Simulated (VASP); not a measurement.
# Al31SbN32 (a cell with a defect) in VASP: single point with HSE06

Aim: the single point of Al31SbN32 (a cell with a defect) with HSE06.

Everything below comes from runs of VASP 6.6.1. Logs are shortened: lines on timing, memory, paths and dates and some standing lists are left out, and cuts for length are marked.

## 1. The cell of the first run

The cell holds a defect, 64 atoms: a = 8.755 Å, b = 8.755 Å, c = 8.755 Å, α = 90.00°, β = 90.00°, γ = 90.00°.

## 2. Single point, HSE06

Contents of POSCAR:

```
Al31SbN32
1.0
    8.7554440000      0.0000000000      0.0000000000
    0.0000000000      8.7554440000      0.0000000000
    0.0000000000      0.0000000000      8.7554440000
Al Sb N
31 1 32
Direct
    0.9997450000      0.0002230000      0.9996780000
    0.9998540000      0.0003150000      0.4995030000
    0.9998620000      0.5000540000      0.9997510000
    0.9997460000      0.5002190000      0.4996700000
    0.4996070000      0.0003310000      0.9997050000
    0.4997510000      0.0002050000      0.4996600000
    0.4997430000      0.5001920000      0.9996580000
    0.2486340000      0.2491300000      0.9995420000
    0.2436690000      0.2441010000      0.4961400000
    0.2487730000      0.7512180000      0.9996540000
    0.2437520000      0.7561980000      0.5028290000
    0.7507900000      0.2492140000      0.9996390000
    0.7557380000      0.2442370000      0.5027680000
    0.7508490000      0.7513170000      0.9998420000
    0.7561020000      0.7565560000      0.4965970000
    0.2486610000      0.0001390000      0.2485200000
    0.2487350000      0.0002350000      0.7506930000
    0.2436350000      0.4967110000      0.2435900000
    0.2437520000      0.5033230000      0.7555980000
    0.7507390000      0.0001680000      0.2487100000
    0.7508420000      0.0004250000      0.7507210000
    0.7557760000      0.5033920000      0.2435720000
    0.7561200000      0.4970890000      0.7560260000
    0.9996540000      0.2490910000      0.2485510000
    0.9996900000      0.2492230000      0.7506620000
    0.9997420000      0.7512680000      0.2486540000
    0.0000030000      0.7513400000      0.7507740000
    0.4962770000      0.2441170000      0.2435350000
    0.5029360000      0.2441840000      0.7556180000
    0.5028740000      0.7562170000      0.2436410000
    0.4965700000      0.7565450000      0.7560550000
    0.5002620000      0.5006750000      0.5001330000
    0.1248910000      0.1253190000      0.1247270000
    0.1242220000      0.1246820000      0.6255600000
    0.1242420000      0.6260990000      0.1241480000
    0.1250610000      0.6252430000      0.6247250000
    0.6256860000      0.1246510000      0.1240920000
    0.6248570000      0.1254900000      0.6246980000
    0.6248090000      0.6252800000      0.1249630000
    0.6315740000      0.6320520000      0.6314670000
    0.3749150000      0.3753500000      0.1248110000
    0.3688460000      0.3692410000      0.6303870000
    0.3742620000      0.8761130000      0.1240220000
    0.3750410000      0.8751920000      0.6247440000
    0.8756520000      0.3746770000      0.1240590000
    0.8747160000      0.3755110000      0.6247300000
    0.8750180000      0.8754740000      0.1248670000
    0.8759820000      0.8763940000      0.6257110000
    0.3749560000      0.1253190000      0.3748090000
    0.3742570000      0.1246370000      0.8754870000
    0.3688350000      0.6309280000      0.3686790000
    0.3750040000      0.6252640000      0.8746540000
    0.8756400000      0.1245930000      0.3740990000
    0.8749910000      0.1254090000      0.8748880000
    0.8747610000      0.6252930000      0.3749290000
    0.8759380000      0.6262670000      0.8758230000
    0.1248580000      0.3753270000      0.3748310000
    0.1241350000      0.3746740000      0.8755250000
    0.1242130000      0.8761010000      0.3740990000
    0.1250160000      0.8754710000      0.8748950000
    0.6305310000      0.3692590000      0.3686690000
    0.6248440000      0.3755390000      0.8746480000
    0.6248530000      0.8751850000      0.3749540000
    0.6258100000      0.8763570000      0.8757890000
```

Contents of INCAR.step1:

```
SYSTEM = Al31SbN32
PREC = Accurate ; ENCUT = 520
EDIFF = 1E-5 ; ISMEAR = -1
SIGMA = 0.05 ; LREAL = Auto
LASPH = .True. ; NELM = 120
ALGO = Normal ; ISIF = 2
LWAVE = .True. ; LCHARG = .False.
NBANDS = 167 ; GGA = PE
NELECT = 256.0 ; ISYM = 0
GGA_COMPAT = .False. ; NCORE = 4
```

Contents of INCAR.step2:

```
SYSTEM = Al31SbN32
PREC = Accurate ; ENCUT = 520
EDIFF = 1E-6 ; ISMEAR = -1
SIGMA = 0.05 ; LREAL = Auto
LASPH = .True. ; NELM = 120
ALGO = Normal ; ISIF = 2
LWAVE = .False. ; LCHARG = .False.
GGA = PE ; LHFCALC = .True.
HFSCREEN = 0.2079 ; PRECFOCK = Fast
NBANDS = 167 ; ISTART = 1
NELECT = 256.0 ; ISYM = 0
GGA_COMPAT = .False. ; NCORE = 4
```

Contents of KPOINTS:

```
Automatic mesh
0
Gamma
  1 1 1
  0.25 0.25 0.25
```

Potentials or basis: VASP PAW PBE potentials, release 64 (Al, Sb, N).

Command:

```sh
cat potpaw_PBE.64/Al/POTCAR potpaw_PBE.64/Sb/POTCAR potpaw_PBE.64/N/POTCAR > POTCAR
cp INCAR.step1 INCAR
mpirun -np 4 vasp_std > vasp.out
cp INCAR.step2 INCAR
mpirun -np 4 vasp_std > vasp.out
```

OUTCAR:

```text
SYSTEM = Al31SbN32
   PREC = Accurate
   ENCUT = 520
   EDIFF = 1E-6
   ISMEAR = -1
   LREAL = Auto
   LASPH = .True.
   NELM = 120
   ISIF = 2
   GGA = PE
   LHFCALC = .True.
   HFSCREEN = 0.2079
   PRECFOCK = Fast
   ISTART = 1
   NELECT = 256.0
   ISYM = 0

 ion  position               nearest neighbor table
   1  1.000  0.000  1.000-  47 1.89  54 1.89  60 1.89  33 1.90  24 3.08  16 3.08  27 3.08   8 3.08
                            14 3.08  21 3.08  26 3.08  12 3.08  17 3.08  25 3.08  10 3.08  20 3.08
   2  1.000  0.000  0.500-  53 1.89  59 1.89  48 1.89  34 1.89  15 3.02   9 3.02  11 3.02  13 3.02
                            24 3.09  16 3.09  26 3.09  20 3.09  25 3.10  17 3.10  21 3.10  27 3.10
   3  1.000  0.500  1.000-  58 1.89  45 1.89  56 1.89  35 1.89  23 3.02  18 3.02  22 3.02  19 3.02
                             8 3.09  24 3.09  12 3.09  25 3.10  10 3.10  26 3.10  27 3.10  14 3.10
   4  1.000  0.500  0.500-  46 1.89  55 1.89  57 1.89  36 1.90  19 3.10  18 3.10  11 3.10  13 3.10
                            15 3.10  23 3.10   9 3.10  22 3.10  25 3.11  26 3.11  27 3.11  24 3.11
   5  0.500  0.000  1.000-  50 1.89  43 1.89  64 1.89  37 1.89  31 3.02  28 3.02  29 3.02  30 3.02
                            16 3.09   8 3.09  17 3.09  10 3.10  12 3.10  20 3.10  21 3.10  14 3.10
   6  0.500  0.000  0.500-  49 1.89  44 1.89  63 1.89  38 1.90  29 3.10   9 3.10  11 3.10  30 3.10
                            15 3.10  13 3.10  28 3.10  31 3.10  20 3.11  17 3.11  21 3.11  16 3.11
   7  0.500  0.500  1.000-  62 1.89  52 1.89  41 1.89  39 1.90  22 3.10  28 3.10  31 3.10  30 3.10
                            23 3.10  29 3.10  18 3.10  19 3.10  10 3.11  12 3.11   8 3.11  14 3.11
   8  0.249  0.249  1.000-  33 1.88  58 1.89  50 1.89  41 1.91  18 3.04  28 3.04  17 3.08   1 3.08
                            25 3.08  16 3.08  24 3.08  19 3.08  29 3.09   3 3.09   5 3.09   7 3.11
   9  0.244  0.244  0.496-  34 1.86  57 1.88  49 1.88  42 1.95   2 3.02  16 3.04  24 3.04  17 3.09
[... 77 lines left out ...]
  63  0.625  0.875  0.375-  15 1.88  30 1.88   6 1.89  20 1.91
  64  0.626  0.876  0.876-  31 1.87   5 1.89  14 1.89  21 1.89

IMPORTANT INFORMATION: All symmetrisations will be switched off!
NOSYMM: (Re-)initialisation of all symmetry stuff for point group C_1.

----------------------------------------------------------------------------------------

                                     Primitive cell

  volume of cell :     671.1731

  direct lattice vectors                    reciprocal lattice vectors
     8.755444000  0.000000000  0.000000000     0.114214653  0.000000000  0.000000000
     0.000000000  8.755444000  0.000000000     0.000000000  0.114214653  0.000000000
     0.000000000  0.000000000  8.755444000     0.000000000  0.000000000  0.114214653

  length of vectors
     8.755444000  8.755444000  8.755444000     0.114214653  0.114214653  0.114214653

  position of ions in fractional coordinates (direct lattice)
     0.999745000  0.000223000  0.999678000
     0.999854000  0.000315000  0.499503000
     0.999862000  0.500054000  0.999751000
     0.999746000  0.500219000  0.499670000
     0.499607000  0.000331000  0.999705000
     0.499751000  0.000205000  0.499660000
[... 56 lines left out ...]
     0.624853000  0.875185000  0.374954000
     0.625810000  0.876357000  0.875789000

  ion indices of the primitive-cell ions
   primitive index   ion index
                 1           1
                 2           2
                 3           3
                 4           4
                 5           5
                 6           6
[... 56 lines left out ...]
                63          63
                64          64

----------------------------------------------------------------------------------------

 KPOINTS: Automatic mesh

Automatic generation of k-mesh.
 Grid dimensions read from file:
 generate k-points for:    1    1    1

 Generating k-lattice:

  Cartesian coordinates                     Fractional coordinates (reciprocal lattice)
     0.114214653  0.000000000  0.000000000     1.000000000  0.000000000  0.000000000
     0.000000000  0.114214653  0.000000000     0.000000000  1.000000000  0.000000000
     0.000000000  0.000000000  0.114214653     0.000000000  0.000000000  1.000000000

  Length of vectors
     0.114214653  0.114214653  0.114214653

  Shift w.r.t. Gamma in fractional coordinates (k-lattice)
     0.250000000  0.250000000  0.250000000

 Subroutine IBZKPT returns following result:
 ===========================================

 Found      4 irreducible k-points:

 Following reciprocal coordinates:
            Coordinates               Weight
  0.250000  0.250000  0.250000      2.000000
 -0.250000  0.250000  0.250000      2.000000
 -0.250000 -0.250000  0.250000      2.000000
  0.250000 -0.250000  0.250000      2.000000
   k-points           NKPTS =      4   k-points in BZ     NKDIM =      8   number of bands    NBANDS=    167
   number of dos      NEDOS =    301   number of ions     NIONS =     64
   total plane-waves  NPLWV = 343000
   dimension x,y,z NGX =    70 NGY =   70 NGZ =   70
   dimension x,y,z NGXF=   140 NGYF=  140 NGZF=  140
   ions per type =              31   1  32
   NGX,Y,Z   is equivalent  to a cutoff of  13.29, 13.29, 13.29 a.u.
   NGXF,Y,Z  is equivalent  to a cutoff of  26.58, 26.58, 26.58 a.u.
 SYSTEM =  Al31SbN32
   PREC   = accura    normal or accurate (medium, high low for compatibility)
   ISTART =      1    job   : 0-new  1-cont  2-samecut
   ICHARG =      0    charge: 1-file 2-atom 10-const
   ISPIN  =      1    spin polarized calculation?
   LNONCOLLINEAR =      F non collinear calculations
   LSORBIT =      F    spin-orbit coupling
   LASPH  =      T    aspherical Exc in radial PAW
   ENCUT  =  520.0 eV  38.22 Ry    6.18 a.u.  16.28 16.28 16.28*2*pi/ulx,y,z
   NELM   =    120;   NELMIN=  2; NELMDL=  0     # of ELM steps
   EDIFF  = 0.1E-05   stopping-criterion for ELM
   LREAL  =      T    real-space projection
   EDIFFG = 0.1E-04   stopping-criterion for IOM
   NSW    =      0    number of steps for IOM
   IBRION =     -1    ionic relax: 0-MD 1-quasi-New 2-CG
   NFREE  =      0    steps in history (QN), initial steepest desc. (CG)
   ISIF   =      2    stress and relaxation
   ISYM   =      0    0-nonsym 1-usesym 2-fastsym
   POTIM  = 0.5000    time-step for ionic-motion
   TEBEG  =    0.0;   TEEND  =   0.0 temperature during run
   PSTRESS=    0.0 pullay stress
   NELECT =     256.0000    total number of electrons
   NUPDOWN=      -1.0000    fix difference up-down
   EMIN   =  10.00;   EMAX   =-10.00  energy-range for DOS
   EFERMI =   0.00;   METHOD = LEGACY
   ISMEAR =    -1;   SIGMA  =   0.05  broadening in eV -4-tet -1-fermi 0-gaus
   EFERMI_NEDOS =   21; number of points for ismear=-14 and -15
   IALGO  =     38    algorithm
   IMIX   =      1    mixing-type and parameters
     AMIX     =   0.40;   BMIX     =  1.00
     AMIX_MAG =   1.60;   BMIX_MAG =  1.00
  volume/ion in A,a.u.               =      10.49        70.77
  Fermi-wavevector in a.u.,A,eV,Ry     =   1.187253  2.243583 19.178363  1.409570
  Thomas-Fermi vector in A             =   2.323408
   LORBIT       =      0    0 simple, 1 ext, 2 COOP (PROOUT), +10 PAW based schemes
   GGA     = PE    functional components
   LHFCALC =     T    Hartree Fock is set to
   PRECFOCK=fast      Normal, Fast or Accurate (Low or Medium for compatibility)
   ENCUT4O =  -1.0   cutoff for four orbital integrals eV
   NKREDX  =     1    reduce k-point grid by
   NKREDY  =     1    reduce k-point grid by
   NKREDZ  =     1    reduce k-point grid by
   AEXX    =    0.2500 exact exchange contribution
   HFSCREEN=    0.2079 screening length (either q_TF or 0.3 A-1)
   HFSCREENC=   0.2079 screening length for correlation (either q_TF or 0.3 A-1)
   ENCUTFOCK=  -1.0 apply spherical cutoff to Coloumb kernel
   IVDW    =     0    specifies the selected vdW correction
   LEPSILON=     F    determine dielectric tensor
   LRPA    =     F    only Hartree local field effects (RPA)
 non-spin polarized calculation
  energy-cutoff  :      520.00
  volume of cell :      671.17
 maximum number of plane-waves:     18052
 NGX is ok and might be reduce to    70
  NGX = 36; NGY = 36; NGZ = 36

 number of electron     255.9999937 magnetization

 Free energy of the ion-electron system (eV)
  ---------------------------------------------------
  ext. energy  EPLUGINS =         0.00000000
  ---------------------------------------------------
  free energy    TOTEN  =      -568.61661157 eV

  energy without entropy =     -568.61661157  energy(sigma->0) =     -568.61661157

 E-fermi :   6.4026     XC(G=0):  -9.0080

 val. band max:        5.1193035113   @ k =   0.2500  -0.2500   0.2500
 cond. band min:      10.0621945831   @ k =   0.2500  -0.2500   0.2500
 fundamental gap:      4.9428910718
 Fermi energy:         6.4025614663

 k-point     1 :       0.2500    0.2500    0.2500
  band No.  band energies     occupation
      1     -12.0872      2.00000
      2     -10.8317      2.00000
      3     -10.6025      2.00000
      4     -10.6018      2.00000
      5     -10.2350      2.00000
      6     -10.0365      2.00000
[... 561 lines left out ...]
    139      12.3334      0.00000
    140      12.4049      0.00000
 [bands above 140 left out]

------------------------ aborting loop because EDIFF is reached ----------------------------------------

  FORCE on cell =-STRESS in cart. coord.  units (eV):
  Direction    XX          YY          ZZ          XY          YZ          ZX
  --------------------------------------------------------------------------------------
  -------------------------------------------------------------------------------------
  Total      -19.9295954    -19.9356632    -19.9330593     -0.3821267     -0.4397538     -0.3791985
  in kB      -47.5745337    -47.5890183    -47.5828025     -0.9121860     -1.0497494     -0.9051962
  external PRESSURE =     -47.5821181 kB  Pullay stress =       0.0000000 kB

 VOLUME and BASIS-vectors are now :
 -----------------------------------------------------------------------------
  energy-cutoff  :      520.00
  volume of cell :      671.17
      direct lattice vectors                 reciprocal lattice vectors
     8.755444000  0.000000000  0.000000000     0.114214653  0.000000000  0.000000000
     0.000000000  8.755444000  0.000000000     0.000000000  0.114214653  0.000000000
     0.000000000  0.000000000  8.755444000     0.000000000  0.000000000  0.114214653

 POSITION                                       TOTAL-FORCE (eV/Angst)
 -----------------------------------------------------------------------------------
      8.75321      0.00195      8.75262         0.023935      0.015814      0.016076
      8.75417      0.00276      4.37337         0.026847      0.019395      0.052444
      8.75424      4.37819      8.75326         0.024416      0.056440      0.024487
      8.75322      4.37964      4.37483         0.022674      0.015865      0.017469
      4.37428      0.00290      8.75286         0.058855      0.017768      0.024643
      4.37554      0.00179      4.37475         0.022871      0.016601      0.021790
[... 56 lines left out ...]
      5.47087      7.66263      3.28289        -0.024873     -0.049282     -0.022437
      5.47924      7.67289      7.66792        -0.071333     -0.031871     -0.033577
 -----------------------------------------------------------------------------------
    total drift:                               -0.006533      0.017174     -0.007025

  FREE ENERGIE OF THE ION-ELECTRON SYSTEM (eV)
  ---------------------------------------------------
  free  energy   TOTEN  =      -568.6166115721 eV

  energy  without entropy=     -568.6166115721  energy(sigma->0) =     -568.61661157
```

Wall time 1.9 h (4 MPI ranks of Intel Xeon Platinum 8375C at 2.90GHz (Ice Lake), shared host); peak memory 0.5 GiB.

Results:

- Free energy: -568.6166 eV
- Largest force: 0.407 eV/Å

Forces in eV/Å, atoms in the order of the input:
```
Al   0.024  0.016  0.016
Al   0.027  0.019  0.052
Al   0.024  0.056  0.024
Al   0.023  0.016  0.017
Al   0.059  0.018  0.025
Al   0.023  0.017  0.022
Al   0.020  0.020  0.026
Al   0.012  0.006  0.020
Al  -0.017 -0.020  0.037
Al  -0.003  0.030  0.025
Al  -0.010  0.046  0.014
Al   0.028 -0.002  0.025
Al   0.049 -0.015  0.019
Al   0.038  0.038  0.013
Al   0.060  0.056  0.025
Al   0.012  0.017  0.008
Al   0.005  0.021  0.024
Al  -0.015  0.035 -0.019
Al  -0.010  0.020  0.052
Al   0.034  0.026 -0.010
Al   0.041  0.005  0.041
Al   0.043  0.020  0.001
Al   0.053  0.041  0.052
Al   0.023  0.007  0.004
Al   0.030 -0.003  0.029
Al   0.029  0.025  0.000
Al   0.008  0.033  0.037
Al   0.038 -0.021 -0.016
Al   0.022 -0.004  0.047
Al   0.026  0.045 -0.009
Al   0.039  0.057  0.048
Sb   0.003  0.008 -0.009
N   -0.018 -0.011 -0.010
N   -0.017 -0.012 -0.063
N   -0.019 -0.059 -0.018
N    0.006 -0.013 -0.019
N   -0.065 -0.012 -0.012
N   -0.021  0.010 -0.019
N   -0.018 -0.016  0.000
N   -0.237 -0.239 -0.229
N   -0.026 -0.021  0.000
N    0.165  0.167 -0.118
N   -0.006 -0.025 -0.013
N   -0.027 -0.046 -0.018
N   -0.024 -0.003 -0.018
N   -0.047 -0.026 -0.020
N   -0.033 -0.029 -0.009
N   -0.040 -0.037 -0.069
N   -0.028  0.008 -0.025
N   -0.007 -0.013 -0.019
N    0.163 -0.115  0.174
N   -0.023 -0.022 -0.049
N   -0.026 -0.012  0.003
N   -0.028 -0.007 -0.027
N   -0.050 -0.017 -0.023
N   -0.033 -0.068 -0.034
N    0.006 -0.019 -0.024
N   -0.013 -0.001 -0.027
N   -0.019 -0.024  0.002
N   -0.014 -0.028 -0.021
N   -0.119  0.170  0.168
N   -0.021 -0.033 -0.049
N   -0.025 -0.049 -0.022
N   -0.071 -0.032 -0.034
```

Caveat: the cell carries a net charge on a neutralising background, which shifts energy and pressure; the cell is charged against a uniform background, so pressure and absolute levels hang on convention; the PAW data sets were made with another functional, which shifts forces and pressure a little; spin-orbit coupling is left out, which moves the levels of the heavy elements.
